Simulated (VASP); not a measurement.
Write the native input for VASP 6.6.1 that does the following.

```
Task                   : single point
Functional             : BLYP
Potentials or basis    : VASP PAW PBE potentials, release 64 (Zr_sv)
Cutoff                 : 520 eV
k mesh                 : 18 × 18 × 10
Occupations            : fermi-dirac, width 0.1 eV
Spin                   : no spin polarisation
Dipole correction      : no
Further INCAR settings : ALGO = Normal; EDIFF = 1e-07; NBANDS = 19
```

The structure of Zr lies in POSCAR:

```
Zr
1.0
    3.2225914967      0.0000000000      0.0000000000
   -1.6112957483      2.7908461022      0.0000000000
    0.0000000000      0.0000000000      5.1624644033
Zr
2
Direct
    0.3333333333      0.6666666667      0.2500000000
    0.6666666667      0.3333333333      0.7500000000
```

This cell differs from its parent crystal: volume scaled by 0.96.

One way to write it, as run:

INCAR

```
  PREC = Accurate
  ENCUT = 520
  EDIFF = 1E-7
  ISMEAR = -1
  SIGMA = 0.1
  LREAL = F
  LASPH = T
  NELM = 60
  ALGO = Normal
  ISIF = 2
  LWAVE = F
  LCHARG = F
  GGA = B5
  ALDAX = 1.0
  AGGAX = 1.0
  AGGAC = 1.0
  ALDAC = 0.0
  NBANDS = 19
```

KPOINTS

```
Automatic mesh
0
Gamma
  18 18 10
```

Potentials or basis: VASP PAW PBE potentials, release 64 (Zr_sv).

The run is started by

```sh
$ cat potpaw_PBE.64/Zr_sv/POTCAR > POTCAR
$ mpirun -np 1 vasp_std > vasp.out
```

Results of the run:

```
Pressure               : 4.0 GPa
Band gap on the k mesh : zero (band 12 reaches 10.42 eV, above the bottom of band 13 at 9.29 eV)
```

Caveat: the PAW data sets were made with another functional, which shifts forces and pressure a little.

It took 62 s on 1 thread of Intel(R) Xeon(R) 6975P-C (Granite Rapids), on a shared host, peak memory 0.27 GiB.
